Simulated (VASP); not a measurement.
Write the native input for VASP 6.6.1 that does the following.

* Task: molecular dynamics
* Functional: PBE
* Potentials or basis: VASP PAW PBE potentials, release 64 (Al, N, Zr_sv, O)
* Cutoff: 520 eV
* k mesh: 1 × 1 × 1
* Occupations: fermi-dirac, width 0.2361 eV
* Spin: no spin polarisation
* Dipole correction: no
* Further INCAR settings: LREAL = Auto; ALGO = Normal; EDIFF = 1e-05; NBANDS = 75; ISYM = 0; IBRION = 0; POTIM = 2.0; NSW = 40

The structure of Zr4Al3N3O8 lies in POSCAR:

```
Zr4Al3N3O8
1.0
    6.0660810000     -0.0976330000     -0.0814120000
   -0.0976330000      6.0975380000      0.1964320000
   -0.0814120000      0.1964320000      6.3961640000
Al N Zr O
3 3 4 8
Direct
    0.7706857780      0.7665611162      0.1748542344
    0.2221410046      0.6410691963      0.1877216159
    0.2554752821      0.5308584688      0.6244196649
    0.1494296868      0.9043781451      0.1790402315
    0.7019621241      0.9860377511      0.9755730447
    0.3949827210      0.0106362874      0.6450698580
    0.8107404184      0.3223394198      0.9461384988
    0.6446856680      0.8165967684      0.6906982089
    0.1569991976      0.9802021743      0.8384417521
    0.3896146505      0.0987239474      0.3239601406
    0.6930153711      0.2427340692      0.2471308878
    0.9042919559      0.0683472208      0.6663937625
    0.9529042996      0.5747965958      0.0616625453
    0.3271165446      0.4330661036      0.3676254787
    0.1788385370      0.3100060477      0.8032927656
    0.5864673813      0.8024707412      0.3853366334
    0.5123890145      0.5459641968      0.9442805775
    0.0094803250      0.6866988297      0.6117926687
```

One way to write it, as run:

INCAR

```
SYSTEM = Zr4Al3N3O8
PREC = Accurate ; ENCUT = 520
EDIFF = 1E-5 ; ISMEAR = -1
SIGMA = 0.2361 ; LREAL = Auto
LASPH = .True. ; NELM = 60
ALGO = Normal ; ISIF = 2
LWAVE = .False. ; LCHARG = .False.
GGA = PE ; NBANDS = 75
ISYM = 0 ; IBRION = 0
NSW = 40 ; POTIM = 2.0
TEBEG = 2740.0 ; TEEND = 2740.0
NELMIN = 4 ; RANDOM_SEED = 7406 0 0
MDALGO = 3 ; LANGEVIN_GAMMA = 30 30 30 30
```

KPOINTS

```
regular mesh
0
Gamma
  1 1 1
  0 0 0
```

Potentials or basis: VASP PAW PBE potentials, release 64 (Al, N, Zr_sv, O).

Command:

```bash
$ cat potpaw_PBE.64/Al/POTCAR potpaw_PBE.64/N/POTCAR potpaw_PBE.64/Zr_sv/POTCAR potpaw_PBE.64/O/POTCAR > POTCAR
$ mpirun -np 1 vasp_gam > vasp.out
```

Run time: 27 min on 1 thread of Intel Xeon 8259CL, on a shared host, peak memory 0.36 GiB.
